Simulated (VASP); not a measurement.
# B2Pt2Cl (P4mm) in VASP: notebook

B2Pt2Cl is run at these levels: PBE; tasks: relaxation of cell and atoms.

All numbers are computed with VASP 6.6.1; they aren't measurements. Logs are shortened: lines on timing, memory, paths and dates and some standing lists are left out, and cuts for length are marked.

## 1. The cell of the first run

The structure is tetragonal, space group P4mm (No. 99). Conventional cell: a = 3.302 Å, b = 3.302 Å, c = 7.570 Å, α = 90.00°, β = 90.00°, γ = 90.00°. B (site symmetry 2mm) has 1 Pt at 1.81 Å and 4 B at 2.33 Å within 2.4 Å. Within 2.4 Å of Pt (site symmetry 2mm) lie 2 Cl at 1.71 Å and 1 B at 1.81 Å and 4 Pt at 2.33 Å. Cl (site symmetry 4mm) has 4 Pt at 1.71 Å within 2.3 Å.

The cell was built from a structure type or drawn by symmetry, and may not be a known phase.

## 2. Relaxation of cell and atoms, PBE

INCAR

```
PREC = Accurate
ENCUT = 600
EDIFF = 1E-6
ISMEAR = 0
SIGMA = 0.1
LREAL = F
LASPH = T
NELM = 60
ALGO = Normal
ISIF = 3
LWAVE = F
LCHARG = F
GGA = PE
IBRION = 2
NSW = 90
EDIFFG = -0.04
```

KPOINTS

```
regular mesh
0
Gamma
  6 6 2
```

POSCAR

```
B2Pt2Cl
1.0
    3.3020419600      0.0000000000      0.0000000000
    0.0000000000      3.3020419600      0.0000000000
    0.0000000000      0.0000000000      7.5697714400
B Pt Cl
2 2 1
Direct
    0.5000000000      0.0000000000      0.3790750500
    0.0000000000      0.5000000000      0.3790750500
    0.5000000000      0.0000000000      0.6185500900
    0.0000000000      0.5000000000      0.6185500900
    0.0000000000      0.0000000000      0.6781538000
```

Potentials or basis: VASP PAW PBE potentials, release 64 (B, Pt, Cl).

Command:

```sh
$ cat potpaw_PBE.64/B/POTCAR potpaw_PBE.64/Pt/POTCAR potpaw_PBE.64/Cl/POTCAR > POTCAR
$ mpirun -np 1 vasp_std > vasp.out
```

OUTCAR:

```text
PREC = Accurate
   ENCUT = 600
   EDIFF = 1E-6
   ISMEAR = 0
   LREAL = F
   LASPH = T
   NELM = 60
   ISIF = 3
   GGA = PE
   IBRION = 2
   NSW = 90
   EDIFFG = -0.04

 ion  position               nearest neighbor table
   1  0.500  0.000  0.379-   3 1.81
   2  0.000  0.500  0.379-   4 1.81
   3  0.500  0.000  0.619-   5 1.71   5 1.71   1 1.81   4 2.33   4 2.33   4 2.33   4 2.33
   4  0.000  0.500  0.619-   5 1.71   5 1.71   2 1.81   3 2.33   3 2.33   3 2.33   3 2.33
   5  0.000  0.000  0.678-   3 1.71   4 1.71   4 1.71   3 1.71

  LATTYP: Found a simple tetragonal cell.
 ALAT       =     3.3020419600
 C/A-ratio  =     2.2924516198

  Lattice vectors:

 A1 = (   3.3020419600,   0.0000000000,   0.0000000000)
 A2 = (   0.0000000000,   3.3020419600,   0.0000000000)
 A3 = (   0.0000000000,   0.0000000000,   7.5697714400)

Analysis of symmetry for initial positions (statically):
=====================================================================
 Subroutine PRICEL returns:
 Original cell was already a primitive cell.

 Routine SETGRP: Setting up the symmetry group for a
 simple tetragonal supercell.

 Subroutine GETGRP returns: Found  8 space group operations
 (whereof  8 operations were pure point group operations)
 out of a pool of 16 trial point group operations.

The static configuration has the point symmetry C_4v.

Analysis of symmetry for dynamics (positions and initial velocities):
=====================================================================
 Subroutine PRICEL returns:
 Original cell was already a primitive cell.

 Routine SETGRP: Setting up the symmetry group for a
 simple tetragonal supercell.

 Subroutine GETGRP returns: Found  8 space group operations
 (whereof  8 operations were pure point group operations)
 out of a pool of 16 trial point group operations.

The dynamic configuration has the point symmetry C_4v.

 Subroutine INISYM returns: Found  8 space group operations
 (whereof  8 operations are pure point group operations),
 and found     1 'primitive' translations

----------------------------------------------------------------------------------------

                                     Primitive cell

  volume of cell :      82.5369

  direct lattice vectors                    reciprocal lattice vectors
     3.302041960  0.000000000  0.000000000     0.302842911  0.000000000  0.000000000
     0.000000000  3.302041960  0.000000000     0.000000000  0.302842911  0.000000000
     0.000000000  0.000000000  7.569771440     0.000000000  0.000000000  0.132104385

  length of vectors
     3.302041960  3.302041960  7.569771440     0.302842911  0.302842911  0.132104385

  position of ions in fractional coordinates (direct lattice)
     0.500000000  0.000000000  0.379075050
     0.000000000  0.500000000  0.379075050
     0.500000000  0.000000000  0.618550090
     0.000000000  0.500000000  0.618550090
     0.000000000  0.000000000  0.678153800

  ion indices of the primitive-cell ions
   primitive index   ion index
                 1           1
                 2           2
                 3           3
                 4           4
                 5           5

----------------------------------------------------------------------------------------

 KPOINTS: regular mesh

Automatic generation of k-mesh.
 Grid dimensions read from file:
 generate k-points for:    6    6    2

 Generating k-lattice:

  Cartesian coordinates                     Fractional coordinates (reciprocal lattice)
     0.050473819  0.000000000  0.000000000     0.166666667  0.000000000  0.000000000
     0.000000000  0.050473819  0.000000000     0.000000000  0.166666667  0.000000000
     0.000000000  0.000000000  0.066052192     0.000000000  0.000000000  0.500000000

  Length of vectors
     0.050473819  0.050473819  0.066052192

  Shift w.r.t. Gamma in fractional coordinates (k-lattice)
     0.000000000  0.000000000  0.000000000

 Subroutine IBZKPT returns following result:
 ===========================================

 Found     20 irreducible k-points:

 Following reciprocal coordinates:
            Coordinates               Weight
  0.000000  0.000000  0.000000      1.000000
  0.166667  0.000000  0.000000      4.000000
  0.333333  0.000000  0.000000      4.000000
  0.500000  0.000000  0.000000      2.000000
  0.166667  0.166667  0.000000      4.000000
  0.333333  0.166667  0.000000      8.000000
[... 12 lines left out ...]
  0.500000  0.333333  0.500000      4.000000
  0.500000  0.500000  0.500000      1.000000
   k-points           NKPTS =     20   k-points in BZ     NKDIM =     20   number of bands    NBANDS=     20
   number of dos      NEDOS =    301   number of ions     NIONS =      5
   total plane-waves  NPLWV =  47040
   dimension x,y,z NGX =    28 NGY =   28 NGZ =   60
   dimension x,y,z NGXF=    56 NGYF=   56 NGZF=  120
   ions per type =               2   2   1
   NGX,Y,Z   is equivalent  to a cutoff of  14.10, 14.10, 13.18 a.u.
   NGXF,Y,Z  is equivalent  to a cutoff of  28.19, 28.19, 26.35 a.u.
 SYSTEM =  unknown system
   PREC   = accura    normal or accurate (medium, high low for compatibility)
   ISTART =      0    job   : 0-new  1-cont  2-samecut
   ICHARG =      2    charge: 1-file 2-atom 10-const
   ISPIN  =      1    spin polarized calculation?
   LNONCOLLINEAR =      F non collinear calculations
   LSORBIT =      F    spin-orbit coupling
   LASPH  =      T    aspherical Exc in radial PAW
   ENCUT  =  600.0 eV  44.10 Ry    6.64 a.u.   6.59  6.59 15.12*2*pi/ulx,y,z
   NELM   =     60;   NELMIN=  2; NELMDL= -5     # of ELM steps
   EDIFF  = 0.1E-05   stopping-criterion for ELM
   LREAL  =      F    real-space projection
   EDIFFG = -.4E-01   stopping-criterion for IOM
   NSW    =     90    number of steps for IOM
   IBRION =      2    ionic relax: 0-MD 1-quasi-New 2-CG
   NFREE  =      1    steps in history (QN), initial steepest desc. (CG)
   ISIF   =      3    stress and relaxation
   ISYM   =      2    0-nonsym 1-usesym 2-fastsym
   POTIM  = 0.5000    time-step for ionic-motion
   TEBEG  =    0.0;   TEEND  =   0.0 temperature during run
   PSTRESS=    0.0 pullay stress
   NELECT =      33.0000    total number of electrons
   NUPDOWN=      -1.0000    fix difference up-down
   EMIN   =  10.00;   EMAX   =-10.00  energy-range for DOS
   EFERMI =   0.00;   METHOD = LEGACY
   ISMEAR =     0;   SIGMA  =   0.10  broadening in eV -4-tet -1-fermi 0-gaus
   EFERMI_NEDOS =   21; number of points for ismear=-14 and -15
   IALGO  =     38    algorithm
   IMIX   =      4    mixing-type and parameters
     AMIX     =   0.40;   BMIX     =  1.00
     AMIX_MAG =   1.60;   BMIX_MAG =  1.00
  volume/ion in A,a.u.               =      16.51       111.40
  Fermi-wavevector in a.u.,A,eV,Ry     =   1.206045  2.279094 19.790279  1.454544
  Thomas-Fermi vector in A             =   2.341724
   LORBIT       =      0    0 simple, 1 ext, 2 COOP (PROOUT), +10 PAW based schemes
   GGA     = PE    functional components
   LHFCALC =     F    Hartree Fock is set to
   AEXX    =    0.0000 exact exchange contribution
   IVDW    =     0    specifies the selected vdW correction
   LEPSILON=     F    determine dielectric tensor
   LRPA    =     F    only Hartree local field effects (RPA)
 conjugate gradient relaxation of ions
 non-spin polarized calculation
 Gauss-broadening in eV      SIGMA  =   0.10
  energy-cutoff  :      600.00
  volume of cell :       82.54
 maximum number of plane-waves:      2790
 NGX is ok and might be reduce to    28
   NGX = 13   NGY = 13   NGZ = 31

--------------------------------------- Ionic step        1  -------------------------------------------

 number of electron      33.0000001 magnetization

 Free energy of the ion-electron system (eV)
  ---------------------------------------------------
  ext. energy  EPLUGINS =         0.00000000
  ---------------------------------------------------
  free energy    TOTEN  =        13.59811831 eV

  energy without entropy =       13.61388775  energy(sigma->0) =       13.60600303

 E-fermi :   7.1563     XC(G=0):  -9.2113

 val. band max:        7.1476520206   @ k =   0.3333   0.1667   0.0000
 cond. band min:       7.1861611852   @ k =   0.3333   0.1667   0.5000
 fundamental gap:      0.0385091646
 Fermi energy:         7.1563088345

 k-point     1 :       0.0000    0.0000    0.0000
  band No.  band energies     occupation
      1     -21.6605      2.00000
      2      -8.5765      2.00000
      3      -7.3477      2.00000
      4      -7.2857      2.00000
      5      -7.2857      2.00000
      6      -5.8862      2.00000
[... 485 lines left out ...]
  energy  without entropy=       13.6138877497  energy(sigma->0) =       13.60600303

--------------------------------------- Ionic step        2  -------------------------------------------

 number of electron      33.0000046 magnetization

------------------------ aborting loop EDIFF was not reached (unconverged)  ----------------------------

  FORCE on cell =-STRESS in cart. coord.  units (eV):
  Direction    XX          YY          ZZ          XY          YZ          ZX
  --------------------------------------------------------------------------------------
  -------------------------------------------------------------------------------------
  Total     -104.9586561   -104.9586561    -34.0710498      0.0000000      0.0000000      0.0000000
  in kB     -253.4797681   -253.4797681    -82.2830829      0.0000000      0.0000000      0.0000000
  external PRESSURE =    -196.4142064 kB  Pullay stress =       0.0000000 kB

 VOLUME and BASIS-vectors are now :
 -----------------------------------------------------------------------------
  energy-cutoff  :      600.00
  volume of cell :      663.42
      direct lattice vectors                 reciprocal lattice vectors
     7.717030718  0.000000000  0.000000000     0.129583519  0.000000000  0.000000000
     0.000000000  7.717030718  0.000000000     0.000000000  0.129583519  0.000000000
     0.000000000  0.000000000 11.139997274     0.000000000 -0.000000000  0.089766629
[... 505 lines left out ...]
      4      -4.4677      2.00000
      5      -4.3664      2.00000
      6      -4.3664      2.00000
[... 12 lines left out ...]
     19      -1.3265      0.00000
     20      -1.0620      0.00000

[... ionic steps 4 to 15 ...]

--------------------------------------- Ionic step       16  -------------------------------------------

 number of electron      32.9999994 magnetization

------------------------ aborting loop because EDIFF is reached ----------------------------------------

  FORCE on cell =-STRESS in cart. coord.  units (eV):
  Direction    XX          YY          ZZ          XY          YZ          ZX
  --------------------------------------------------------------------------------------
  -------------------------------------------------------------------------------------
  Total       -0.5759440     -0.5759440     -0.6981615      0.0000000      0.0000000     -0.0000000
  in kB       -7.3970805     -7.3970805     -8.9667692      0.0000000      0.0000000     -0.0000000
  external PRESSURE =      -7.9203101 kB  Pullay stress =       0.0000000 kB
[... 63 lines left out ...]
  energy  without entropy=      -22.1050882486  energy(sigma->0) =      -22.11404123

--------------------------------------- Ionic step       18  -------------------------------------------

 number of electron      33.0000001 magnetization

 Free energy of the ion-electron system (eV)
  ---------------------------------------------------
  ext. energy  EPLUGINS =         0.00000000
  ---------------------------------------------------
  free energy    TOTEN  =       -22.12544181 eV

  energy without entropy =      -22.10724239  energy(sigma->0) =      -22.11634210

 E-fermi :   1.2831     XC(G=0):  -8.1688

 val. band max:        1.2543382713   @ k =   0.5000   0.0000   0.5000
 cond. band min:       1.2974437832   @ k =   0.5000   0.1667   0.5000
 fundamental gap:      0.0431055118
 Fermi energy:         1.2830629598

 k-point     1 :       0.0000    0.0000    0.0000
  band No.  band energies     occupation
      1     -13.5197      2.00000
      2      -7.7200      2.00000
      3      -5.3008      2.00000
      4      -4.2858      2.00000
      5      -4.2020      2.00000
      6      -3.8276      2.00000
[... 481 lines left out ...]
  FREE ENERGIE OF THE ION-ELECTRON SYSTEM (eV)
  ---------------------------------------------------
  free  energy   TOTEN  =       -22.1254418090 eV

  energy  without entropy=      -22.1072423887  energy(sigma->0) =      -22.11634210

 reached required accuracy - stopping structural energy minimisation
```

Wall time 5.1 min (1 thread of Intel Xeon 6975P-C (Granite Rapids), shared host); peak memory 0.25 GiB.

Results:

```yaml
Free_energy: -22.1254 eV
Relaxed_volume: 24.51 Å³/atom
Relaxed_cell: a = 3.748 Å, b = 3.748 Å, c = 8.726 Å, α = 90.00°, β = 90.00°, γ = 90.00°
Space_group_after_relaxing_to_0.1_Å: P4mm (No. 99)
Pressure_after_relaxing: 0.1 GPa
Largest_force_after_relaxing: 0.032 eV/Å
Band_gap_on_the_k_mesh: zero (an odd number of electrons rules out a gap without spin polarisation)
```

Forces in eV/Å, atoms in the order of the input:
```
B    0.000  0.000 -0.032
B    0.000  0.000 -0.032
Pt   0.000  0.000  0.020
Pt   0.000  0.000  0.020
Cl   0.000  0.000  0.023
```

Final structure:
```yaml
crystal:
  lattice:
    - [3.74772, 0.00000, 0.00000]
    - [0.00000, 3.74772, 0.00000]
    - [0.00000, 0.00000, 8.72551]
  atoms:
    - { symbol: B, position: [0.50000, 0.00000, 0.35825] }
    - { symbol: B, position: [0.00000, 0.50000, 0.35825] }
    - { symbol: Pt, position: [0.50000, 0.00000, 0.57312] }
    - { symbol: Pt, position: [0.00000, 0.50000, 0.57312] }
    - { symbol: Cl, position: [0.00000, 0.00000, 0.81066] }
```

Levels at points of the mesh, in eV from the Fermi level:
| k point | band 14 | band 15 | band 16 | band 17 | band 18 | band 19 | band 20 |
| --- | --- | --- | --- | --- | --- | --- | --- |
| (0.00, 0.00, 0.00) | -1.36 | 0.05 | 1.35 | 1.39 | 1.39 | 1.54 | 2.64 |
| (0.50, 0.00, 0.00) | -1.93 | -1.21 | -1.09 | -0.41 | 0.10 | 3.33 | 3.40 |
| (0.50, 0.50, 0.00) | -1.33 | -1.22 | -0.58 | -0.58 | 0.46 | 3.54 | 3.54 |
| (0.00, 0.00, 0.50) | -1.36 | 0.05 | 1.35 | 1.38 | 1.38 | 1.54 | 3.01 |
| (0.50, 0.00, 0.50) | -1.95 | -1.14 | -1.09 | -0.34 | -0.03 | 3.33 | 3.40 |
| (0.50, 0.50, 0.50) | -1.33 | -1.22 | -0.54 | -0.54 | 0.52 | 3.53 | 3.53 |

Caveat: the k points lie up to 0.36 Å⁻¹ apart in the final cell, too coarse for converged energies and pressures of a metal; the volume moved by over 15 % at a fixed basis, so the end points are rough; spin-orbit coupling is left out, which moves the levels of the heavy elements; this functional lacks dispersion, which binds the layers, so the pressure and a relaxed spacing across them are unreliable; an odd number of electrons without spin polarisation forces a metal; a magnetic or distorted state may lie lower.

(Continued in part 2 of 2.)
